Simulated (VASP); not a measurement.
A run of VASP 6.6.1 is set up as follows.

The input INCAR:

```
PREC     = Accurate       # precision mode
ENCUT    = 520            # plane-wave cutoff, eV
EDIFF    = 1E-6           # SCF threshold, eV
ISMEAR   = -1             # smearing method
SIGMA    = 0.1            # smearing width, eV
LREAL    = False          # projectors in reciprocal space
LASPH    = True           # aspherical terms in the spheres
NELM     = 80             # most SCF steps
ALGO     = Normal         # electronic algorithm
ISIF     = 2              # what is computed and relaxed
LWAVE    = False          # write WAVECAR
LCHARG   = False          # write CHGCAR
NBANDS   = 10             # bands
```

Contents of KPOINTS:

```
regular mesh
0
Gamma
  8 8 8
```

Contents of POSCAR:

```
Rb
1.0
   -2.6859640533      2.6859640533      2.6859640533
    2.6859640533     -2.6859640533      2.6859640533
    2.6859640533      2.6859640533     -2.6859640533
Rb
1
Direct
    0.0000000000      0.0000000000      0.0000000000
```

Potentials or basis: VASP PAW LDA potentials, release 64 (Rb_sv).

The run is started by

```console
$ cat potpaw_LDA.64/Rb_sv/POTCAR > POTCAR
$ mpirun -np 1 vasp_std > vasp.out
```

Estimate the pressure.

0.0 GPa.
